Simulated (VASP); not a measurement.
# AlCu5 (Pmmm) in VASP: notebook

Runs on AlCu5. Level: PBE. Tasks: single point.

All numbers are computed with VASP 6.6.1; they aren't measurements. Logs are shortened: lines on timing, memory, paths and dates and some standing lists are left out, and cuts for length are marked.

### 1 The cell of the first run

The structure is orthorhombic, space group Pmmm (No. 47). Conventional cell: a = 2.603 Å, b = 3.498 Å, c = 7.679 Å, α = 90.00°, β = 90.00°, γ = 90.00°. Al (site symmetry mmm) has 10 Cu at 2.54 to 2.58 Å and 2 Al at 2.60 Å within 3.4 Å. Cu (site symmetry mm2) has 11 Cu at 2.52 to 2.60 Å and 1 Al at 2.58 Å within 3.3 Å. Cu (site symmetry mm2) has 8 Cu at 2.53 to 2.61 Å and 4 Al at 2.54 Å within 3.3 Å. Cu (site symmetry mmm) has 12 Cu at 2.52 to 2.60 Å within 3.3 Å.

### 2 Single point, PBE (volume scaled by 0.94, then relaxed in part)

Input file INCAR:

```
ALGO = Fast ; EDIFF = 1E-6
ENCUT = 520 ; GGA = PE
ISIF = 2 ; ISMEAR = 0
LASPH = True ; LCHARG = False
LREAL = False ; LWAVE = False
NBANDS = 38 ; NELM = 60
PREC = Accurate ; SIGMA = 0.1
```

Input file KPOINTS:

```
k-points
0
Gamma
  14 12 6
```

Input file POSCAR:

```
AlCu5
1.0
    2.6033116999      0.0000000000      0.0000000000
    0.0000000000      3.4982408029      0.0000000000
    0.0000000000      0.0000000000      7.6788989139
Al Cu
1 5
Direct
    0.5000000000      0.5000000000      0.5000000000
    0.5000000000      0.5000000000      0.8360316806
    0.0000000000      0.0000000000      0.6700168950
    0.0000000000      0.0000000000      0.3299831050
    0.5000000000      0.5000000000      0.1639683194
    0.0000000000      0.0000000000      0.0000000000
```

Potentials or basis: VASP PAW PBE potentials, release 64 (Al, Cu).

On the command line:

```bash
$ cat potpaw_PBE.64/Al/POTCAR potpaw_PBE.64/Cu/POTCAR > POTCAR
$ mpirun -np 1 vasp_std > vasp.out
```

OUTCAR:

```text
EDIFF = 1E-6
   ENCUT = 520
   GGA = PE
   ISIF = 2
   ISMEAR = 0
   LASPH = True
   LREAL = False
   NELM = 60
   PREC = Accurate

 ion  position               nearest neighbor table
   1  0.500  0.500  0.500-   3 2.54   4 2.54   3 2.54   4 2.54   3 2.54   4 2.54   3 2.54   4 2.54
                             2 2.58   5 2.58
   2  0.500  0.500  0.836-   6 2.52   6 2.52   6 2.52   6 2.52   5 2.52   3 2.53   3 2.53   3 2.53
                             3 2.53   1 2.58
   3  0.000  0.000  0.670-   2 2.53   2 2.53   2 2.53   2 2.53   6 2.53   1 2.54   1 2.54   1 2.54
                             1 2.54   4 2.61
   4  0.000  0.000  0.330-   5 2.53   5 2.53   5 2.53   5 2.53   6 2.53   1 2.54   1 2.54   1 2.54
                             1 2.54   3 2.61
   5  0.500  0.500  0.164-   6 2.52   6 2.52   6 2.52   6 2.52   2 2.52   4 2.53   4 2.53   4 2.53
                             4 2.53   1 2.58
   6  0.000  0.000  0.000-   2 2.52   5 2.52   2 2.52   5 2.52   2 2.52   5 2.52   2 2.52   5 2.52
                             4 2.53   3 2.53

  LATTYP: Found a simple orthorhombic cell.
 ALAT       =     2.6033116999
 B/A-ratio  =     1.3437656363
 C/A-ratio  =     2.9496655795

  Lattice vectors:

 A1 = (   2.6033116999,   0.0000000000,   0.0000000000)
 A2 = (   0.0000000000,   3.4982408029,   0.0000000000)
 A3 = (   0.0000000000,   0.0000000000,   7.6788989139)

Analysis of symmetry for initial positions (statically):
=====================================================================
 Subroutine PRICEL returns:
 Original cell was already a primitive cell.

 Routine SETGRP: Setting up the symmetry group for a
 simple orthorhombic supercell.

 Subroutine GETGRP returns: Found  8 space group operations
 (whereof  8 operations were pure point group operations)
 out of a pool of  8 trial point group operations.

The static configuration has the point symmetry D_2h.

Analysis of symmetry for dynamics (positions and initial velocities):
=====================================================================
 Subroutine PRICEL returns:
 Original cell was already a primitive cell.

 Routine SETGRP: Setting up the symmetry group for a
 simple orthorhombic supercell.

 Subroutine GETGRP returns: Found  8 space group operations
 (whereof  8 operations were pure point group operations)
 out of a pool of  8 trial point group operations.

The dynamic configuration has the point symmetry D_2h.

[... 109 lines left out ...]
   NSW    =      0    number of steps for IOM
   IBRION =     -1    ionic relax: 0-MD 1-quasi-New 2-CG
   NFREE  =      0    steps in history (QN), initial steepest desc. (CG)
   ISIF   =      2    stress and relaxation
   ISYM   =      2    0-nonsym 1-usesym 2-fastsym
   POTIM  = 0.5000    time-step for ionic-motion
   TEBEG  =    0.0;   TEEND  =   0.0 temperature during run
   PSTRESS=    0.0 pullay stress
   NELECT =      58.0000    total number of electrons
   NUPDOWN=      -1.0000    fix difference up-down
   EMIN   =  10.00;   EMAX   =-10.00  energy-range for DOS
   EFERMI =   0.00;   METHOD = LEGACY
   ISMEAR =     0;   SIGMA  =   0.10  broadening in eV -4-tet -1-fermi 0-gaus
   EFERMI_NEDOS =   21; number of points for ismear=-14 and -15
   IALGO  =     68    algorithm
   IMIX   =      4    mixing-type and parameters
     AMIX     =   0.40;   BMIX     =  1.00
     AMIX_MAG =   1.60;   BMIX_MAG =  1.00
  volume/ion in A,a.u.               =      11.66        78.65
  Fermi-wavevector in a.u.,A,eV,Ry     =   1.538128  2.906641 32.189188  2.365839
  Thomas-Fermi vector in A             =   2.644540
   LORBIT       =      0    0 simple, 1 ext, 2 COOP (PROOUT), +10 PAW based schemes
   GGA     = PE    functional components
   LHFCALC =     F    Hartree Fock is set to
   AEXX    =    0.0000 exact exchange contribution
   IVDW    =     0    specifies the selected vdW correction
   LEPSILON=     F    determine dielectric tensor
   LRPA    =     F    only Hartree local field effects (RPA)
 non-spin polarized calculation
 RMM-DIIS sequential band-by-band and
 Gauss-broadening in eV      SIGMA  =   0.10
  energy-cutoff  :      520.00
  volume of cell :       69.93
 maximum number of plane-waves:      1916
 NGX is ok and might be reduce to    20
   NGX =  9   NGY = 13   NGZ = 29

 number of electron      58.0000035 magnetization

 Free energy of the ion-electron system (eV)
  ---------------------------------------------------
  ext. energy  EPLUGINS =         0.00000000
  ---------------------------------------------------
  free energy    TOTEN  =       -22.77653025 eV

  energy without entropy =      -22.76737477  energy(sigma->0) =      -22.77195251

 E-fermi :   8.6862     XC(G=0): -12.5996

 val. band max:        8.6826697608   @ k =   0.5000   0.2500   0.1667
 cond. band min:       8.6912072215   @ k =   0.4286   0.4167   0.5000
 fundamental gap:      0.0085374606
 Fermi energy:         8.6862138691

 k-point     1 :       0.0000    0.0000    0.0000
  band No.  band energies     occupation
      1      -2.0572      2.00000
      2       0.8362      2.00000
      3       0.9255      2.00000
      4       3.5883      2.00000
      5       4.0004      2.00000
      6       4.0588      2.00000
[... 973 lines left out ...]
     37      16.8528      0.00000
     38      16.8649      0.00000

 [... further k-points ...]

------------------------ aborting loop because EDIFF is reached ----------------------------------------

  FORCE on cell =-STRESS in cart. coord.  units (eV):
  Direction    XX          YY          ZZ          XY          YZ          ZX
  --------------------------------------------------------------------------------------
  -------------------------------------------------------------------------------------
  Total        4.3055550      4.3420724      4.3738409      0.0000000      0.0000000      0.0000000
  in kB       98.6426890     99.4793220    100.2071579      0.0000000      0.0000000      0.0000000
  external PRESSURE =      99.4430563 kB  Pullay stress =       0.0000000 kB

 VOLUME and BASIS-vectors are now :
 -----------------------------------------------------------------------------
  energy-cutoff  :      520.00
  volume of cell :       69.93
      direct lattice vectors                 reciprocal lattice vectors
     2.603311700  0.000000000  0.000000000     0.384126111  0.000000000  0.000000000
     0.000000000  3.498240803  0.000000000     0.000000000  0.285857966  0.000000000
     0.000000000  0.000000000  7.678898914     0.000000000  0.000000000  0.130227004

 POSITION                                       TOTAL-FORCE (eV/Angst)
 -----------------------------------------------------------------------------------
      1.30166      1.74912      3.83945         0.000000     -0.000000      0.000000
      1.30166      1.74912      6.41980         0.000000     -0.000000      0.003348
      0.00000      0.00000      5.14499         0.000000      0.000000      0.004353
      0.00000      0.00000      2.53391         0.000000     -0.000000     -0.004353
      1.30166      1.74912      1.25910        -0.000000     -0.000000     -0.003348
      0.00000      0.00000      0.00000         0.000000     -0.000000      0.000000
 -----------------------------------------------------------------------------------
    total drift:                               -0.000000      0.000000      0.000000

  FREE ENERGIE OF THE ION-ELECTRON SYSTEM (eV)
  ---------------------------------------------------
  free  energy   TOTEN  =       -22.7765302533 eV

  energy  without entropy=      -22.7673747684  energy(sigma->0) =      -22.77195251
```

OSZICAR:

```text
N       E                     dE             d eps       ncg     rms          rms(c)
DAV:   1     0.482289292002E+03    0.48229E+03   -0.25320E+04 17432   0.257E+03
DAV:   2     0.254528397916E+02   -0.45684E+03   -0.44224E+03 17024   0.437E+02
DAV:   3    -0.272513813115E+02   -0.52704E+02   -0.49962E+02 18246   0.195E+02
DAV:   4    -0.290328898205E+02   -0.17815E+01   -0.17709E+01 21048   0.488E+01
DAV:   5    -0.290686295989E+02   -0.35740E-01   -0.35733E-01 26008   0.611E+00    0.206E+01
RMM:   6    -0.265942694015E+02    0.24744E+01   -0.64695E+01 19113   0.107E+02    0.132E+01
RMM:   7    -0.227795019158E+02    0.38148E+01   -0.15201E+01 18053   0.552E+01    0.161E+00
RMM:   8    -0.227679792944E+02    0.11523E-01   -0.39101E-01 19745   0.717E+00    0.751E-01
RMM:   9    -0.227748443993E+02   -0.68651E-02   -0.14970E-01 20660   0.237E+00    0.330E-01
RMM:  10    -0.227756680193E+02   -0.82362E-03   -0.35123E-02 20170   0.195E+00    0.196E-01
RMM:  11    -0.227763553099E+02   -0.68729E-03   -0.16114E-02 22335   0.105E+00    0.131E-01
RMM:  12    -0.227765875513E+02   -0.23224E-03   -0.41320E-03 23973   0.403E-01    0.751E-02
RMM:  13    -0.227766334157E+02   -0.45864E-04   -0.10863E-03 20038   0.338E-01    0.899E-02
RMM:  14    -0.227765184937E+02    0.11492E-03   -0.65110E-04 19331   0.342E-01    0.206E-02
RMM:  15    -0.227765288360E+02   -0.10342E-04   -0.17291E-04 25131   0.804E-02    0.705E-03
RMM:  16    -0.227765298732E+02   -0.10372E-05   -0.99667E-06 18470   0.213E-02    0.114E-02
RMM:  17    -0.227765302533E+02   -0.38015E-06   -0.19568E-06 12305   0.167E-02
   1 F= -.22776530E+02 E0= -.22771953E+02  d E =-.915548E-02
```

stdout:

```text
POSCAR found type information on POSCAR AlCu
 POSCAR found :  2 types and       6 ions
 scaLAPACK will be used
 LDA part: xc-table for (Slater+PW92), standard interpolation
 POSCAR, INCAR and KPOINTS ok, starting setup
 FFT: planning ... GRIDC
 FFT: planning ... GRID_SOFT
 FFT: planning ... GRID
 WAVECAR not read
 entering main loop
```

Run time: 14 min. Hardware: 1 thread of Oxide Virtual Turin-like, shared host; peak memory 0.49 GiB.

Results:

| Property | Result |
| --- | --- |
| Free energy | -22.7765 eV |
| Pressure | 9.9 GPa |
| Largest force | 0.004 eV/Å |
| Band gap on the k mesh | zero (band 29 reaches 10.80 eV, above the bottom of band 30 at 6.89 eV) |

Forces on the atoms (eV/Å):
```
Al   0.000  0.000  0.000
Cu   0.000  0.000  0.003
Cu   0.000  0.000  0.004
Cu   0.000  0.000 -0.004
Cu   0.000  0.000 -0.003
Cu   0.000  0.000  0.000
```

Caveat: the cell differs from its parent crystal (volume scaled by 0.94, then relaxed in part).

### 3 Single point, PBE

This run uses another cell than the first one, of 12.40 Å³/atom, 1.064 times its volume.

Input file INCAR:

```
SYSTEM = AlCu5
PREC = Accurate
ENCUT = 520
EDIFF = 1E-6
ISMEAR = -1
SIGMA = 0.15
LREAL = .FALSE.
LASPH = .TRUE.
NELM = 60
ALGO = Fast
ISIF = 2
LWAVE = .FALSE.
LCHARG = .FALSE.
GGA = PE
NBANDS = 38
```

Input file KPOINTS:

```
Automatic mesh
0
G
  16 12 6
  0 0 0
```

Input file POSCAR:

```
AlCu5
1.0
    2.6708364184      0.0000000000      0.0000000000
    0.0000000000      3.5505347382      0.0000000000
    0.0000000000      0.0000000000      7.8486511895
Al Cu
1 5
Direct
    0.5000000000      0.5000000000      0.5000000000
    0.5000000000      0.5000000000      0.8362927529
    0.0000000000      0.0000000000      0.6702682555
    0.0000000000      0.0000000000      0.3297317445
    0.5000000000      0.5000000000      0.1637072471
    0.0000000000      0.0000000000      0.0000000000
```

Potentials or basis: VASP PAW PBE potentials, release 64 (Al, Cu).

On the command line:

```bash
$ cat potpaw_PBE.64/Al/POTCAR potpaw_PBE.64/Cu/POTCAR > POTCAR
$ mpirun -np 1 vasp_std > vasp.out
```

Wall time 13 min (1 thread of Oxide Virtual Turin-like, shared host); peak memory 0.55 GiB.

The run converged. Its results:

```
Free energy            : -22.9770 eV
Pressure               : 0.4 GPa
Band gap on the k mesh : zero (band 29 reaches 9.90 eV, above the bottom of band 30 at 6.16 eV)
```

Stress tensor (GPa, compression positive):
```
0.37 0.00 0.00
0.00 0.45 0.00
0.00 0.00 0.47
```

Levels at points of the mesh, in eV from the Fermi level:
| k point | band 27 | band 28 | band 29 | band 30 | band 31 | band 32 |
| --- | --- | --- | --- | --- | --- | --- |
| (0.00, 0.00, 0.00) | -1.98 | -1.69 | 0.89 | 1.52 | 1.87 | 4.45 |
| (0.50, 0.00, 0.00) | -1.57 | -0.60 | -0.41 | -0.30 | -0.22 | 5.83 |
| (0.00, 0.50, 0.00) | -1.96 | -1.80 | -1.75 | -1.67 | -1.66 | 3.80 |
| (0.50, 0.50, 0.00) | -1.77 | 0.52 | 1.09 | 1.82 | 1.94 | 1.96 |
| (0.00, 0.00, 0.50) | -1.69 | -1.59 | -1.03 | 1.69 | 2.67 | 4.45 |
| (0.50, 0.00, 0.50) | -1.49 | -0.80 | -0.72 | 0.20 | 0.45 | 4.26 |
| (0.00, 0.50, 0.50) | -1.87 | -1.81 | -1.80 | -1.75 | -1.42 | 2.02 |
| (0.50, 0.50, 0.50) | -0.45 | -0.25 | -0.22 | 0.52 | 1.11 | 2.96 |
